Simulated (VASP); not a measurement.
# Al3BN2 (P6/mmm) in VASP: a series of runs

The runs below take Al3BN2 through single point, relaxation of cell and atoms, with PBE.

All numbers are computed with VASP 6.6.1; they aren't measurements. Logs are shortened: lines on timing, memory, paths and dates and some standing lists are left out, and cuts for length are marked.

## Step 1: The cell of the first run

It takes space group P6/mmm (No. 191, hexagonal). Conventional cell: a = 5.283 Å, b = 5.283 Å, c = 2.646 Å, α = 90.00°, β = 90.00°, γ = 120.00°. Al (site symmetry mmm) has 4 N at 2.02 Å and 6 Al at 2.64 to 2.65 Å within 2.7 Å. B (site symmetry 6/mmm) has 2 B at 2.65 Å and 12 Al at 2.95 Å and 6 N at 3.05 Å within 3.5 Å. Within 2.7 Å of N (site symmetry -6m2) lie 6 Al at 2.02 Å and 2 N at 2.65 Å.

The cell was generated, and may not be a known phase.

## Step 2: Single point, PBE

INCAR reads:

```
PREC = Accurate ; ENCUT = 520
EDIFF = 1E-6 ; ISMEAR = 0
SIGMA = 0.1 ; LREAL = F
LASPH = T ; NELM = 80
ALGO = Normal ; ISIF = 2
LWAVE = F ; LCHARG = F
GGA = PE ; NBANDS = 20
```

KPOINTS reads:

```
regular mesh
0
Gamma
  6 6 6
```

POSCAR reads:

```
Al3BN2
1.0
    5.2833802138      0.0000000000      0.0000000000
   -2.6416901069      4.5755414830      0.0000000000
    0.0000000000      0.0000000000      2.6456013720
Al B N
3 1 2
Direct
    0.5000000000      0.0000000000      0.5000000000
    0.5000000000      0.5000000000      0.5000000000
    0.0000000000      0.5000000000      0.5000000000
    0.0000000000      0.0000000000      0.0000000000
    0.3333333333      0.6666666667      0.0000000000
    0.6666666667      0.3333333333      0.0000000000
```

Potentials or basis: VASP PAW PBE potentials, release 64 (Al, B, N).

Launch:

```sh
$ cat potpaw_PBE.64/Al/POTCAR potpaw_PBE.64/B/POTCAR potpaw_PBE.64/N/POTCAR > POTCAR
$ mpirun -np 1 vasp_std > vasp.out
```

OUTCAR:

```text
PREC = Accurate
   ENCUT = 520
   EDIFF = 1E-6
   ISMEAR = 0
   LREAL = F
   LASPH = T
   NELM = 80
   ISIF = 2
   GGA = PE

 ion  position               nearest neighbor table
   1  0.500  0.000  0.500-   5 2.02   6 2.02   5 2.02   6 2.02   2 2.64   3 2.64   2 2.64   3 2.64

   2  0.500  0.500  0.500-   5 2.02   6 2.02   5 2.02   6 2.02   1 2.64   1 2.64   3 2.64   3 2.64

   3  0.000  0.500  0.500-   5 2.02   6 2.02   5 2.02   6 2.02   1 2.64   1 2.64   2 2.64   2 2.64

   4  0.000  0.000  0.000-
   5  0.333  0.667  0.000-   1 2.02   1 2.02   3 2.02   3 2.02   2 2.02   2 2.02
   6  0.667  0.333  0.000-   1 2.02   1 2.02   3 2.02   3 2.02   2 2.02   2 2.02

  LATTYP: Found a hexagonal cell.
 ALAT       =     5.2833802138
 C/A-ratio  =     0.5007402960

  Lattice vectors:

 A1 = (   5.2833802138,   0.0000000000,   0.0000000000)
 A2 = (  -2.6416901069,   4.5755414830,   0.0000000000)
 A3 = (   0.0000000000,   0.0000000000,   2.6456013720)

Analysis of symmetry for initial positions (statically):
=====================================================================
 Subroutine PRICEL returns:
 Original cell was already a primitive cell.

 Routine SETGRP: Setting up the symmetry group for a
 hexagonal supercell.

 Subroutine GETGRP returns: Found 24 space group operations
 (whereof 24 operations were pure point group operations)
 out of a pool of 24 trial point group operations.

The static configuration has the point symmetry D_6h.

Analysis of symmetry for dynamics (positions and initial velocities):
=====================================================================
 Subroutine PRICEL returns:
 Original cell was already a primitive cell.

 Routine SETGRP: Setting up the symmetry group for a
 hexagonal supercell.

 Subroutine GETGRP returns: Found 24 space group operations
 (whereof 24 operations were pure point group operations)
 out of a pool of 24 trial point group operations.

The dynamic configuration has the point symmetry D_6h.

 Subroutine INISYM returns: Found 24 space group operations
 (whereof 24 operations are pure point group operations),
 and found     1 'primitive' translations

----------------------------------------------------------------------------------------

                                     Primitive cell

  volume of cell :      63.9556

  direct lattice vectors                    reciprocal lattice vectors
     5.283380214  0.000000000  0.000000000     0.189272768  0.109276684  0.000000000
    -2.641690107  4.575541483  0.000000000     0.000000000  0.218553368  0.000000000
     0.000000000  0.000000000  2.645601372     0.000000000  0.000000000  0.377985894

  length of vectors
     5.283380214  5.283380214  2.645601372     0.218553368  0.218553368  0.377985894

  position of ions in fractional coordinates (direct lattice)
     0.500000000  0.000000000  0.500000000
     0.500000000  0.500000000  0.500000000
     0.000000000  0.500000000  0.500000000
     0.000000000  0.000000000  0.000000000
     0.333333333  0.666666667  0.000000000
     0.666666667  0.333333333  0.000000000

  ion indices of the primitive-cell ions
   primitive index   ion index
                 1           1
                 2           2
                 3           3
                 4           4
                 5           5
                 6           6

----------------------------------------------------------------------------------------

 KPOINTS: regular mesh

Automatic generation of k-mesh.
 Grid dimensions read from file:
 generate k-points for:    6    6    6

 Generating k-lattice:

  Cartesian coordinates                     Fractional coordinates (reciprocal lattice)
     0.031545461  0.018212781  0.000000000     0.166666667  0.000000000  0.000000000
     0.000000000  0.036425561  0.000000000     0.000000000  0.166666667  0.000000000
     0.000000000  0.000000000  0.062997649     0.000000000  0.000000000  0.166666667

  Length of vectors
     0.036425561  0.036425561  0.062997649

  Shift w.r.t. Gamma in fractional coordinates (k-lattice)
     0.000000000  0.000000000  0.000000000

 Subroutine IBZKPT returns following result:
 ===========================================

 Found     28 irreducible k-points:

 Following reciprocal coordinates:
            Coordinates               Weight
  0.000000  0.000000  0.000000      1.000000
  0.166667  0.000000  0.000000      6.000000
  0.333333  0.000000  0.000000      6.000000
  0.500000  0.000000  0.000000      3.000000
  0.166667  0.166667  0.000000      6.000000
  0.333333  0.166667  0.000000     12.000000
[... 16 lines left out ...]
  0.166667  0.000000  0.500000      6.000000
  0.333333  0.000000  0.500000      6.000000
 [... further k-points ...]
   k-points           NKPTS =     28   k-points in BZ     NKDIM =     28   number of bands    NBANDS=     20
   number of dos      NEDOS =    301   number of ions     NIONS =      6
   total plane-waves  NPLWV =  32000
   dimension x,y,z NGX =    40 NGY =   40 NGZ =   20
   dimension x,y,z NGXF=    80 NGYF=   80 NGZF=   40
   ions per type =               3   1   2
   NGX,Y,Z   is equivalent  to a cutoff of  12.59, 12.59, 12.57 a.u.
   NGXF,Y,Z  is equivalent  to a cutoff of  25.17, 25.17, 25.14 a.u.
 SYSTEM =  unknown system
   PREC   = accura    normal or accurate (medium, high low for compatibility)
   ISTART =      0    job   : 0-new  1-cont  2-samecut
   ICHARG =      2    charge: 1-file 2-atom 10-const
   ISPIN  =      1    spin polarized calculation?
   LNONCOLLINEAR =      F non collinear calculations
   LSORBIT =      F    spin-orbit coupling
   LASPH  =      T    aspherical Exc in radial PAW
   ENCUT  =  520.0 eV  38.22 Ry    6.18 a.u.   9.82  9.82  4.92*2*pi/ulx,y,z
   NELM   =     80;   NELMIN=  2; NELMDL= -5     # of ELM steps
   EDIFF  = 0.1E-05   stopping-criterion for ELM
   LREAL  =      F    real-space projection
   EDIFFG = 0.1E-04   stopping-criterion for IOM
   NSW    =      0    number of steps for IOM
   IBRION =     -1    ionic relax: 0-MD 1-quasi-New 2-CG
   NFREE  =      0    steps in history (QN), initial steepest desc. (CG)
   ISIF   =      2    stress and relaxation
   ISYM   =      2    0-nonsym 1-usesym 2-fastsym
   POTIM  = 0.5000    time-step for ionic-motion
   TEBEG  =    0.0;   TEEND  =   0.0 temperature during run
[... 28 lines left out ...]

 number of electron      21.9999996 magnetization

 Free energy of the ion-electron system (eV)
  ---------------------------------------------------
  ext. energy  EPLUGINS =         0.00000000
  ---------------------------------------------------
  free energy    TOTEN  =       -33.27768491 eV

  energy without entropy =      -33.25563821  energy(sigma->0) =      -33.26666156

 E-fermi :   8.6669     XC(G=0): -11.1414

 val. band max:        8.6447996874   @ k =   0.3333   0.0000   0.3333
 cond. band min:       8.6993881540   @ k =   0.3333   0.1667   0.3333
 fundamental gap:      0.0545884666
 Fermi energy:         8.6669098410

 k-point     1 :       0.0000    0.0000    0.0000
  band No.  band energies     occupation
      1      -9.8449      2.00000
      2      -8.1938      2.00000
      3      -0.0288      2.00000
      4      -0.0288      2.00000
      5       1.3005      2.00000
      6       1.9854      2.00000
[... 12 lines left out ...]
     19      16.5105      0.00000
     20      16.5930      0.00000

 k-point     2 :       0.1667    0.0000    0.0000
  band No.  band energies     occupation
      1      -9.7612      2.00000
      2      -8.3122      2.00000
      3      -0.2263      2.00000
      4      -0.1669      2.00000
      5       0.8943      2.00000
      6       2.3587      2.00000
[... 12 lines left out ...]
     19      16.3379      0.00000
     20      16.6725      0.00000

 k-point     3 :       0.3333    0.0000    0.0000
  band No.  band energies     occupation
      1      -9.5382      2.00000
      2      -8.6019      2.00000
      3      -0.6829      2.00000
      4      -0.5155      2.00000
      5       1.4476      2.00000
      6       3.0584      2.00000
[... 12 lines left out ...]
     19      16.2590      0.00000
     20      16.7803      0.00000

 k-point     4 :       0.5000    0.0000    0.0000
  band No.  band energies     occupation
      1      -9.3502      2.00000
      2      -8.8223      2.00000
      3      -0.9080      2.00000
      4      -0.6311      2.00000
      5       2.0918      2.00000
      6       3.4233      2.00000
[... 12 lines left out ...]
     19      16.1776      0.00000
     20      16.8180      0.00000

 k-point     5 :       0.1667    0.1667    0.0000
  band No.  band energies     occupation
      1      -9.6050      2.00000
      2      -8.5183      2.00000
      3      -0.8762      2.00000
      4       0.1083      2.00000
      5       0.9216      2.00000
      6       2.9698      2.00000
[... 12 lines left out ...]
     19      15.9983      0.00000
     20      16.9613      0.00000

 k-point     6 :       0.3333    0.1667    0.0000
  band No.  band energies     occupation
      1      -9.3531      2.00000
      2      -8.8179      2.00000
      3      -1.3165      2.00000
      4       0.1497      2.00000
      5       1.4982      2.00000
      6       3.4891      2.00000
[... 12 lines left out ...]
     19      16.2727      0.00000
     20      17.1419      0.00000

 k-point     7 :       0.3333    0.3333    0.0000
  band No.  band energies     occupation
      1      -9.0926      2.00000
      2      -9.0926      2.00000
      3      -1.5720      2.00000
      4       1.0260      2.00000
      5       1.0260      2.00000
      6       2.9754      2.00000
[... 12 lines left out ...]
     19      17.1367      0.00000
     20      17.1367      0.00000
[... 277 lines left out ...]
 k-point    20 :       0.3333    0.1667    0.3333
  band No.  band energies     occupation
      1      -7.9251      2.00000
      2      -7.4920      2.00000
      3       0.2185      2.00000
      4       0.4852      2.00000
      5       0.7259      2.00000
      6       1.7662      2.00000
[... 12 lines left out ...]
     19      15.5822      0.00000
     20      16.8604      0.00000

 k-point    21 :       0.3333    0.3333    0.3333
  band No.  band energies     occupation
      1      -7.7132      2.00000
      2      -7.7132      2.00000
      3       0.2544      2.00000
      4       0.4789      2.00000
      5       0.4789      2.00000
      6       2.5047      2.00000
[... 12 lines left out ...]
     19      15.8234      0.00000
     20      17.5046      0.00000

 k-point    22 :       0.0000    0.0000    0.5000
  band No.  band energies     occupation
      1      -7.5049      2.00000
      2      -6.4110      2.00000
      3      -1.8512      2.00000
      4      -0.0947      2.00000
      5       2.2026      2.00000
      6       2.2026      2.00000
[... 12 lines left out ...]
     19      17.4618      0.00000
     20      17.4618      0.00000

 k-point    23 :       0.1667    0.0000    0.5000
  band No.  band energies     occupation
      1      -7.4476      2.00000
      2      -6.4855      2.00000
      3      -1.7529      2.00000
      4      -0.2096      2.00000
      5       2.0948      2.00000
      6       2.2369      2.00000
[... 12 lines left out ...]
     19      16.8166      0.00000
     20      17.1824      0.00000

 k-point    24 :       0.3333    0.0000    0.5000
  band No.  band energies     occupation
      1      -7.2960      2.00000
      2      -6.6706      2.00000
      3      -1.4929      2.00000
      4      -0.5002      2.00000
      5       1.9160      2.00000
      6       2.1970      2.00000
[... 12 lines left out ...]
     19      16.4551      0.00000
     20      16.7311      0.00000

 [... further k-points ...]

------------------------ aborting loop because EDIFF is reached ----------------------------------------

  FORCE on cell =-STRESS in cart. coord.  units (eV):
  Direction    XX          YY          ZZ          XY          YZ          ZX
  --------------------------------------------------------------------------------------
  -------------------------------------------------------------------------------------
  Total       -0.0611999     -0.0611999     -0.0769858      0.0000000      0.0000000      0.0000000
  in kB       -1.5331428     -1.5331428     -1.9286020      0.0000000      0.0000000      0.0000000
  external PRESSURE =      -1.6649625 kB  Pullay stress =       0.0000000 kB

 VOLUME and BASIS-vectors are now :
 -----------------------------------------------------------------------------
  energy-cutoff  :      520.00
  volume of cell :       63.96
      direct lattice vectors                 reciprocal lattice vectors
     5.283380214  0.000000000  0.000000000     0.189272768  0.109276684  0.000000000
    -2.641690107  4.575541483  0.000000000     0.000000000  0.218553368  0.000000000
     0.000000000  0.000000000  2.645601372     0.000000000  0.000000000  0.377985894

 POSITION                                       TOTAL-FORCE (eV/Angst)
 -----------------------------------------------------------------------------------
      2.64169      0.00000      1.32280        -0.000000      0.000000      0.000000
      1.32085      2.28777      1.32280        -0.000000      0.000000      0.000000
     -1.32085      2.28777      1.32280        -0.000000      0.000000      0.000000
      0.00000      0.00000      0.00000        -0.000000      0.000000      0.000000
     -0.00000      3.05036      0.00000         0.000000     -0.000000     -0.000000
      2.64169      1.52518      0.00000        -0.000000      0.000000      0.000000
 -----------------------------------------------------------------------------------
    total drift:                                0.000000     -0.000000      0.000000

  FREE ENERGIE OF THE ION-ELECTRON SYSTEM (eV)
  ---------------------------------------------------
  free  energy   TOTEN  =       -33.2776849069 eV

  energy  without entropy=      -33.2556382137  energy(sigma->0) =      -33.26666156
```

It took 43 s on 1 thread of AMD EPYC 7R13, shared host; peak memory 0.19 GiB.

Results:

```yaml
Free_energy: -33.2777 eV
Pressure: -0.2 GPa
Band_gap_on_the_k_mesh: zero (bands 11 and 12 overlap by 0.67 eV)
```

Caveat: the k points lie up to 0.40 Å⁻¹ apart, too coarse for converged energies and pressures of a metal; semilocal functionals underestimate gaps, and a narrow one can read as zero.

## Step 3: Single point, PBE

This run uses another cell than the first one, of 11.27 Å³/atom.

INCAR reads:

```
SYSTEM = Al3BN2
  ALGO = Normal
  EDIFF = 1E-7
  ENCUT = 520
  GGA = PE
  ISIF = 2
  ISMEAR = 0
  LASPH = .TRUE.
  LCHARG = .FALSE.
  LREAL = .FALSE.
  LWAVE = .FALSE.
  NBANDS = 20
  NELM = 80
  PREC = Accurate
  SIGMA = 0.1
```

KPOINTS reads:

```
k-points
0
G
  6 6 6
  0 0 0
```

POSCAR reads:

```
Al3BN2
1.0
    5.0770984800      0.0000000000      0.0000000000
   -2.5385492400      4.3968962600      0.0000000000
    0.0000000000      0.0000000000      3.0298010100
Al B N
3 1 2
Direct
    0.5000000000      0.0000000000      0.5000000000
    0.5000000000      0.5000000000      0.5000000000
    0.0000000000      0.5000000000      0.5000000000
    0.0000000000      0.0000000000      0.0000000000
    0.3333333300      0.6666666700      0.0000000000
    0.6666666700      0.3333333300      0.0000000000
```

Potentials or basis: VASP PAW PBE potentials, release 64 (Al, B, N).

Launch:

```sh
$ cat potpaw_PBE.64/Al/POTCAR potpaw_PBE.64/B/POTCAR potpaw_PBE.64/N/POTCAR > POTCAR
$ mpirun -np 1 vasp_std > vasp.out
```

Run time: 59 s. Hardware: 1 thread of AMD EPYC 7R13, shared host; peak memory 0.19 GiB.

The run converged. Its results:

```
Free energy            : -31.2534 eV
Pressure               : -5.0 GPa
Band gap on the k mesh : zero (bands 11 and 12 overlap by 0.52 eV)
```

Stress tensor (GPa, compression positive):
```
 18.17   0.00   0.00
  0.00  18.17   0.00
  0.00   0.00 -51.42
```

Levels at points of the mesh, in eV from the Fermi level:
```
           k point  band 9  band 10  band 11  band 12  band 13  band 14
(0.00, 0.00, 0.00)   -3.87    -0.34     0.17     0.17     2.45     3.68
(0.50, 0.00, 0.00)   -3.74    -1.62    -0.54     0.70     1.92     3.32
(0.00, 0.00, 0.50)   -3.79    -2.42    -0.18    -0.18     0.19     0.19
(0.50, 0.00, 0.50)   -2.71    -2.59    -1.74     1.21     1.32     1.58
```

Caveat: the stress differs along the axes, from -51 to 18 GPa; semilocal functionals underestimate gaps, and a narrow one can read as zero.

## Step 4: Relaxation of cell and atoms, PBE

This run uses another cell than the first one, of 11.27 Å³/atom.

INCAR reads:

```
PREC = Accurate ; ENCUT = 600
EDIFF = 1E-6 ; ISMEAR = 0
SIGMA = 0.1 ; LREAL = F
LASPH = T ; NELM = 60
ALGO = Normal ; ISIF = 3
LWAVE = F ; LCHARG = F
GGA = PE ; IBRION = 2
NSW = 90 ; EDIFFG = -0.04
```

KPOINTS reads:

```
regular mesh
0
Gamma
  6 6 6
```

POSCAR is that of step 3.

Launch:

```sh
$ cat potpaw_PBE.64/Al/POTCAR potpaw_PBE.64/B/POTCAR potpaw_PBE.64/N/POTCAR > POTCAR
$ mpirun -np 1 vasp_std > vasp.out
```

Run time: 4.8 min. Hardware: 1 thread of AMD EPYC 7R13, shared host; peak memory 0.22 GiB.

The run converged. Its results:

| Item | Value |
| --- | --- |
| Free energy | -33.2853 eV |
| Relaxed volume | 10.65 Å³/atom |
| Relaxed cell | a = 5.279 Å, b = 5.279 Å, c = 2.646 Å, α = 90.00°, β = 90.00°, γ = 120.00° |
| Space group after relaxing (to 0.1 Å) | P6/mmm (No. 191) |
| Energy gained by relaxing | 338.0 meV/atom |
| Ionic steps | 8 |
| Pressure after relaxing | 0.0 GPa |
| Band gap on the k mesh | zero (bands 11 and 12 overlap by 0.66 eV) |

Stress tensor (GPa, compression positive):
```
 0.15  0.00  0.00
 0.00  0.15  0.00
 0.00  0.00 -0.37
```

The path:
```csv
step,energy change (eV),largest force (eV/Å),pressure (GPa),volume (Å³)
1,0.0000,0.0000,-5.10,67.64
2,-1.6516,0.0000,4.07,62.88
3,-2.0228,0.0000,-1.07,64.35
4,-2.0251,0.0000,-1.53,64.52
5,-2.0250,0.0000,-1.32,64.44
6,-2.0272,0.0000,0.66,63.61
7,-2.0276,0.0000,0.08,63.85
8,-2.0282,0.0000,-0.03,63.87
```

Final structure:
```cif
data_structure
_symmetry_space_group_name_H-M 'P 1'
_symmetry_Int_Tables_number 1
_cell_length_a 5.2792
_cell_length_b 5.2792
_cell_length_c 2.6463
_cell_angle_alpha 90.000
_cell_angle_beta 90.000
_cell_angle_gamma 120.000
_cell_volume 63.87
loop_
_atom_site_label
_atom_site_type_symbol
_atom_site_fract_x
_atom_site_fract_y
_atom_site_fract_z
_atom_site_occupancy
Al1 Al 0.50000 0.00000 0.50000 1
Al2 Al 0.50000 0.50000 0.50000 1
Al3 Al 0.00000 0.50000 0.50000 1
B1 B 0.00000 0.00000 0.00000 1
N1 N 0.33333 0.66667 0.00000 1
N2 N 0.66667 0.33333 0.00000 1
```

Levels at points of the mesh, in eV from the Fermi level:
```
           k point  band 8  band 9  band 10  band 11  band 12  band 13  band 14  band 15
(0.00, 0.00, 0.00)   -3.11   -2.84    -0.81    -0.81     2.01     5.69     5.69     5.82
(0.50, 0.00, 0.00)   -3.01   -2.93    -1.85    -1.31     1.58     4.48     4.97     5.10
(0.00, 0.00, 0.50)   -4.41   -3.28    -2.39     0.62     0.62     0.91     0.91     1.72
(0.50, 0.00, 0.50)   -3.72   -3.60    -2.31    -0.83     1.51     1.76     1.88     3.13
```

Caveat: semilocal functionals underestimate gaps, and a narrow one can read as zero.

## Step 5: Overview

| task | cell | cutoff (eV) | gap on the mesh (eV) | pressure (GPa) |
| --- | --- | --- | --- | --- |
| single point | a = 5.283, b = 5.283, c = 2.646 Å, angles 90.0, 90.0, 120.0°, 6 atoms | 520 | none | -0.2 |
| single point | a = 5.077, b = 5.077, c = 3.030 Å, angles 90.0, 90.0, 120.0°, 6 atoms | 520 | none | -5.0 |
| relaxation of cell and atoms | relaxed from a = 5.077, b = 5.077, c = 3.030 Å, angles 90.0, 90.0, 120.0°, 6 atoms | 600 | none | 0.0 |

Alike in all rows: level PBE; potentials or basis VASP PAW PBE potentials, release 64 (Al, B, N); no spin polarisation; k mesh 6 × 6 × 6; smearing gaussian 0.1 eV.

Caveats: some runs use coarse meshes; semilocal functionals underestimate gaps, and a narrow one can read as zero; the stress differs along the axes, from -51 to 18 GPa (at least some runs).

Absolute energies hang on the potentials; compare differences alone.

The gap in the log of VASP goes by the Fermi energy; the results here count the filled bands.